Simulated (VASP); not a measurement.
# Au (P6_3/mmc) in VASP: single point with r2SCAN

Aim: the single point of Au with r2SCAN.

Program: VASP 6.6.1. These are calculated values, not measurements. Logs are shortened: lines on timing, memory, paths and dates and some standing lists are left out, and cuts for length are marked.

## Step 1: The cell of the first run

The structure is hexagonal, space group P6_3/mmc (No. 194). The conventional cell has a = 2.892 Å, b = 2.892 Å, c = 4.855 Å, α = 90.00°, β = 90.00°, γ = 120.00°. Within 3.8 Å of Au (site symmetry -6m2) lie 12 Au at 2.89 to 2.95 Å.

This isn't the form of Au at room conditions, which is fcc.

## Step 2: Single point, r2SCAN

The input, POSCAR:

```
Au
1.0
    0.0000000000      0.0000000000      4.8547044886
    4.3373873454      2.5041917514      0.0000000000
   -4.3373873454      2.5041917514      0.0000000000
Au
6
Direct
    0.2500000000      0.3333333333      0.3333333333
    0.2500000000      0.6666666667      0.0000000000
    0.2500000000      0.0000000000      0.6666666667
    0.7500000000      0.3333333333      1.0000000000
    0.7500000000      0.6666666667      0.6666666667
    0.7500000000      0.0000000000      0.3333333333
```

The input, INCAR.step1:

```
SYSTEM = Au
PREC     = Accurate       ! precision mode
ENCUT    = 520            ! plane-wave cutoff, eV
ISMEAR   = 0              ! smearing method
SIGMA    = 0.1            ! smearing width, eV
LREAL    = .False.        ! projectors in reciprocal space
LASPH    = .True.         ! aspherical terms in the spheres
NELM     = 60             ! most SCF steps
NBANDS   = 42             ! bands
GGA      = PE             ! functional
ALGO     = Normal         ! electronic algorithm
EDIFF    = 1E-4           ! SCF threshold, eV
LWAVE    = .True.         ! write WAVECAR
LCHARG   = .False.        ! write CHGCAR
```

The input, INCAR.step2:

```
SYSTEM = Au
PREC     = Accurate       ! precision mode
ENCUT    = 520            ! plane-wave cutoff, eV
EDIFF    = 1E-6           ! SCF threshold, eV
ISMEAR   = 0              ! smearing method
SIGMA    = 0.1            ! smearing width, eV
LREAL    = .False.        ! projectors in reciprocal space
LASPH    = .True.         ! aspherical terms in the spheres
NELM     = 60             ! most SCF steps
ALGO     = Normal         ! electronic algorithm
ISIF     = 2              ! what is computed and relaxed
LWAVE    = .False.        ! write WAVECAR
LCHARG   = .True.         ! write CHGCAR
METAGGA  = R2SCAN         ! meta-GGA
LMIXTAU  = .True.       
LELF     = .True.         ! ELF
LVHAR    = .True.       
NBANDS   = 42             ! bands
ISTART   = 1
```

The input, KPOINTS:

```
Automatic mesh
0
Gamma
  8 12 12
  0 0 0
```

Potentials or basis: VASP PAW PBE potentials, release 64 (Au).

Started as:

```sh
$ cat potpaw_PBE.64/Au/POTCAR > POTCAR
$ cp INCAR.step1 INCAR
$ mpirun -np 1 vasp_std > vasp.out
$ cp INCAR.step2 INCAR
$ mpirun -np 1 vasp_std > vasp.out
```

OUTCAR:

```text
SYSTEM = Au
   PREC = Accurate
   ENCUT = 520
   EDIFF = 1E-6
   ISMEAR = 0
   LREAL = .False.
   LASPH = .True.
   NELM = 60
   ISIF = 2
   METAGGA = R2SCAN
   ISTART = 1

 ion  position               nearest neighbor table
   1  0.250  0.333  0.333-   3 2.89   2 2.89   3 2.89   2 2.89   2 2.89   3 2.89   4 2.95   6 2.95
                             4 2.95   6 2.95   5 2.95   5 2.95
   2  0.250  0.667  0.000-   1 2.89   3 2.89   1 2.89   3 2.89   3 2.89   1 2.89   6 2.95   6 2.95
                             5 2.95   5 2.95   4 2.95   4 2.95
   3  0.250  0.000  0.667-   1 2.89   2 2.89   1 2.89   2 2.89   2 2.89   1 2.89   4 2.95   4 2.95
                             5 2.95   5 2.95   6 2.95   6 2.95
   4  0.750  0.333  0.000-   5 2.89   6 2.89   5 2.89   6 2.89   6 2.89   5 2.89   3 2.95   3 2.95
                             1 2.95   1 2.95   2 2.95   2 2.95
   5  0.750  0.667  0.667-   4 2.89   6 2.89   4 2.89   6 2.89   4 2.89   6 2.89   2 2.95   3 2.95
                             2 2.95   3 2.95   1 2.95   1 2.95
   6  0.750  0.000  0.333-   5 2.89   4 2.89   5 2.89   4 2.89   4 2.89   5 2.89   2 2.95   2 2.95
                             1 2.95   1 2.95   3 2.95   3 2.95

  LATTYP: Found a hexagonal cell.
 ALAT       =     5.0083835029
 C/A-ratio  =     0.9693156456

  Lattice vectors:

 A1 = (   4.3373873454,   2.5041917514,   0.0000000000)
 A2 = (  -4.3373873454,   2.5041917514,   0.0000000000)
 A3 = (   0.0000000000,   0.0000000000,   4.8547044886)

Analysis of symmetry for initial positions (statically):
=====================================================================
 Subroutine PRICEL returns following result:

  LATTYP: Found a hexagonal cell.
 ALAT       =     2.8915915633
 C/A-ratio  =     1.6789039470

  Lattice vectors:

 A1 = (  -1.4457957812,  -2.5041917514,   0.0000000000)
 A2 = (   2.8915915633,   0.0000000000,   0.0000000000)
 A3 = (   0.0000000000,   0.0000000000,   4.8547044886)

   3 primitive cells build up your supercell.

 Routine SETGRP: Setting up the symmetry group for a
 hexagonal supercell.

 Subroutine GETGRP returns: Found 24 space group operations
 (whereof 12 operations were pure point group operations)
 out of a pool of 24 trial point group operations.

The static configuration has the point symmetry D_3d.
 The point group associated with its full space group is D_6h.

Analysis of symmetry for dynamics (positions and initial velocities):
=====================================================================
 Subroutine PRICEL returns following result:

  LATTYP: Found a hexagonal cell.
 ALAT       =     2.8915915633
 C/A-ratio  =     1.6789039470

  Lattice vectors:

 A1 = (  -1.4457957812,  -2.5041917514,   0.0000000000)
 A2 = (   2.8915915633,   0.0000000000,   0.0000000000)
 A3 = (   0.0000000000,   0.0000000000,   4.8547044886)

   3 primitive cells build up your supercell.

 Routine SETGRP: Setting up the symmetry group for a
 hexagonal supercell.

 Subroutine GETGRP returns: Found 24 space group operations
 (whereof 12 operations were pure point group operations)
 out of a pool of 24 trial point group operations.

The dynamic configuration has the point symmetry D_3d.
 The point group associated with its full space group is D_6h.

 Subroutine INISYM returns: Found 24 space group operations
 (whereof 12 operations are pure point group operations),
 and found     3 'primitive' translations

----------------------------------------------------------------------------------------

                                     Primitive cell

  volume of cell :      35.1534

  direct lattice vectors                    reciprocal lattice vectors
    -1.445795781 -2.504191751  0.000000000     0.000000000 -0.399330442  0.000000000
     2.891591563  0.000000000  0.000000000     0.345830308 -0.199665221  0.000000000
     0.000000000  0.000000000  4.854704489     0.000000000  0.000000000  0.205985761

  length of vectors
     2.891591563  2.891591563  4.854704489     0.399330442  0.399330442  0.205985761

  position of ions in fractional coordinates (direct lattice)
     0.333333333  0.666666667  0.250000000
     0.666666667  0.333333333  0.750000000

  ion indices of the primitive-cell ions
   primitive index   ion index
                 1           1
                 2           4

----------------------------------------------------------------------------------------

 KPOINTS: Automatic mesh

Automatic generation of k-mesh.
 Grid dimensions read from file:
 generate k-points for:    8   12   12

 Generating k-lattice:

  Cartesian coordinates                     Fractional coordinates (reciprocal lattice)
     0.000000000  0.000000000  0.025748220     0.125000000  0.000000000  0.000000000
     0.009606397  0.016638768  0.000000000     0.000000000  0.083333333  0.000000000
    -0.009606397  0.016638768  0.000000000     0.000000000  0.000000000  0.083333333

  Length of vectors
     0.025748220  0.019212795  0.019212795

  Shift w.r.t. Gamma in fractional coordinates (k-lattice)
     0.000000000  0.000000000  0.000000000

 Subroutine IBZKPT returns following result:
 ===========================================

 Found     95 irreducible k-points:

 Following reciprocal coordinates:
            Coordinates               Weight
  0.000000  0.000000  0.000000      1.000000
  0.125000  0.000000  0.000000      2.000000
  0.250000  0.000000  0.000000      2.000000
  0.375000  0.000000  0.000000      2.000000
  0.500000  0.000000  0.000000      1.000000
  0.000000  0.083333 -0.000000      6.000000
[... 16 lines left out ...]
  0.250000  0.333333 -0.000000     12.000000
  0.375000  0.333333 -0.000000     12.000000
 [... further k-points ...]
   k-points           NKPTS =     95   k-points in BZ     NKDIM =     95   number of bands    NBANDS=     42
   number of dos      NEDOS =    301   number of ions     NIONS =      6
   total plane-waves  NPLWV =  57600
   dimension x,y,z NGX =    36 NGY =   40 NGZ =   40
   dimension x,y,z NGXF=    72 NGYF=   80 NGZF=   80
   ions per type =               6
   NGX,Y,Z   is equivalent  to a cutoff of  12.33, 13.28, 13.28 a.u.
   NGXF,Y,Z  is equivalent  to a cutoff of  24.66, 26.55, 26.55 a.u.
 SYSTEM =  Au
   PREC   = accura    normal or accurate (medium, high low for compatibility)
   ISTART =      1    job   : 0-new  1-cont  2-samecut
   ICHARG =      0    charge: 1-file 2-atom 10-const
   ISPIN  =      1    spin polarized calculation?
   LNONCOLLINEAR =      F non collinear calculations
   LSORBIT =      F    spin-orbit coupling
   LASPH  =      T    aspherical Exc in radial PAW
   ENCUT  =  520.0 eV  38.22 Ry    6.18 a.u.   9.03  9.31  9.31*2*pi/ulx,y,z
   NELM   =     60;   NELMIN=  2; NELMDL=  0     # of ELM steps
   EDIFF  = 0.1E-05   stopping-criterion for ELM
   LREAL  =      F    real-space projection
   EDIFFG = 0.1E-04   stopping-criterion for IOM
   NSW    =      0    number of steps for IOM
   IBRION =     -1    ionic relax: 0-MD 1-quasi-New 2-CG
   NFREE  =      0    steps in history (QN), initial steepest desc. (CG)
   ISIF   =      2    stress and relaxation
   ISYM   =      2    0-nonsym 1-usesym 2-fastsym
   POTIM  = 0.5000    time-step for ionic-motion
   TEBEG  =    0.0;   TEEND  =   0.0 temperature during run
   PSTRESS=    0.0 pullay stress
   NELECT =      66.0000    total number of electrons
   NUPDOWN=      -1.0000    fix difference up-down
   EMIN   =  10.00;   EMAX   =-10.00  energy-range for DOS
   EFERMI =   0.00;   METHOD = LEGACY
   ISMEAR =     0;   SIGMA  =   0.10  broadening in eV -4-tet -1-fermi 0-gaus
   EFERMI_NEDOS =   21; number of points for ismear=-14 and -15
   IALGO  =     38    algorithm
   IMIX   =      4    mixing-type and parameters
     AMIX     =   0.40;   BMIX     =  1.00
     AMIX_MAG =   1.60;   BMIX_MAG =  1.00
  volume/ion in A,a.u.               =      17.58       118.61
  Fermi-wavevector in a.u.,A,eV,Ry     =   1.400318  2.646217 26.679528  1.960890
  Thomas-Fermi vector in A             =   2.523290
   LORBIT       =      0    0 simple, 1 ext, 2 COOP (PROOUT), +10 PAW based schemes
   METAGGA = R2SCAN    functional components
   LHFCALC =     F    Hartree Fock is set to
   AEXX    =    0.0000 exact exchange contribution
   IVDW    =     0    specifies the selected vdW correction
   LEPSILON=     F    determine dielectric tensor
   LRPA    =     F    only Hartree local field effects (RPA)
 non-spin polarized calculation
 Gauss-broadening in eV      SIGMA  =   0.10
  energy-cutoff  :      520.00
  volume of cell :      105.46
 maximum number of plane-waves:      2863
   NGX = 19   NGY = 19   NGZ = 19

 number of electron      65.9999998 magnetization

 Free energy of the ion-electron system (eV)
  ---------------------------------------------------
  ext. energy  EPLUGINS =         0.00000000
  ---------------------------------------------------
  free energy    TOTEN  =      -303.54169473 eV

  energy without entropy =     -303.53312930  energy(sigma->0) =     -303.53741202

 E-fermi :   8.8042     XC(G=0): -13.4064

 val. band max:        8.8026835876   @ k =   0.2500   0.1667   0.1667
 cond. band min:       8.8094070309   @ k =   0.2500   0.3333   0.0833
 fundamental gap:      0.0067234433
 Fermi energy:         8.8041736838

 k-point     1 :       0.0000    0.0000    0.0000
  band No.  band energies     occupation
      1      -0.9349      2.00000
      2       1.4239      2.00000
      3       2.6070      2.00000
      4       2.6070      2.00000
      5       3.1658      2.00000
      6       3.1658      2.00000
[... 34 lines left out ...]
     41      18.6652      0.00000
     42      18.8651      0.00000

 k-point     2 :       0.1250    0.0000    0.0000
  band No.  band energies     occupation
      1      -0.8046      2.00000
      2       1.4216      2.00000
      3       2.6799      2.00000
      4       2.6799      2.00000
      5       3.1052      2.00000
      6       3.1052      2.00000
[... 979 lines left out ...]
     41      17.1158      0.00000
     42      18.5336      0.00000

 k-point    24 :       0.3750    0.3333   -0.0000
  band No.  band energies     occupation
      1       1.1518      2.00000
      2       1.8884      2.00000
      3       2.1974      2.00000
      4       2.2775      2.00000
      5       2.4132      2.00000
      6       2.5695      2.00000
[... 34 lines left out ...]
     41      17.8236      0.00000
     42      19.4126      0.00000

 [... further k-points ...]

------------------------ aborting loop because EDIFF is reached ----------------------------------------

  FORCE on cell =-STRESS in cart. coord.  units (eV):
  Direction    XX          YY          ZZ          XY          YZ          ZX
  --------------------------------------------------------------------------------------
  -------------------------------------------------------------------------------------
  Total        0.1869145      0.1869145      0.1364831      0.0000000      0.0000000     -0.0000000
  in kB        2.8396510      2.8396510      2.0734853      0.0000000      0.0000000     -0.0000000
  external PRESSURE =       2.5842624 kB  Pullay stress =       0.0000000 kB

 VOLUME and BASIS-vectors are now :
 -----------------------------------------------------------------------------
  energy-cutoff  :      520.00
  volume of cell :      105.46
      direct lattice vectors                 reciprocal lattice vectors
     0.000000000  0.000000000  4.854704489     0.000000000  0.000000000  0.205985761
     4.337387345  2.504191751  0.000000000     0.115276769  0.199665221  0.000000000
    -4.337387345  2.504191751  0.000000000    -0.115276769  0.199665221  0.000000000

 POSITION                                       TOTAL-FORCE (eV/Angst)
 -----------------------------------------------------------------------------------
      0.00000      1.66946      1.21368         0.000000     -0.000000     -0.000000
      2.89159      1.66946      1.21368        -0.000000     -0.000000      0.000000
     -2.89159      1.66946      1.21368         0.000000     -0.000000     -0.000000
      1.44580      0.83473      3.64103        -0.000000     -0.000000      0.000000
      0.00000      3.33892      3.64103        -0.000000      0.000000     -0.000000
     -1.44580      0.83473      3.64103         0.000000      0.000000     -0.000000
 -----------------------------------------------------------------------------------
    total drift:                               -0.000000      0.000000      0.000000

  FREE ENERGIE OF THE ION-ELECTRON SYSTEM (eV)
  ---------------------------------------------------
  free  energy   TOTEN  =      -303.5416947299 eV

  energy  without entropy=     -303.5331293038  energy(sigma->0) =     -303.53741202
```

Wall time 8.6 min (1 thread of Intel Xeon 6975P-C (Granite Rapids), shared host); peak memory 0.44 GiB.

Results:

```
Free energy            : -303.5417 eV
Pressure               : 0.3 GPa
Band gap on the k mesh : zero (bands 33 and 34 overlap by 6.14 eV)
```

Levels at points of the mesh, in eV from the Fermi level:
```csv
k point,band 30,band 31,band 32,band 33,band 34,band 35,band 36,band 37
"(0.00, 0.00, 0.00)",-2.36,-2.36,-0.82,2.43,2.43,2.43,2.43,2.62
"(0.50, 0.00, 0.00)",-2.29,-2.29,-2.29,4.35,4.35,4.35,4.35,4.81
"(0.00, 0.50, 0.00)",-2.14,-2.04,-1.86,0.43,1.58,3.06,3.06,4.30
"(0.50, 0.50, 0.00)",-1.93,-1.79,-1.79,-1.79,-1.79,0.67,0.67,3.98
```

Caveat: the PAW data sets were made with another functional, which shifts forces and pressure a little; spin-orbit coupling is left out, which moves the levels of the heavy elements.
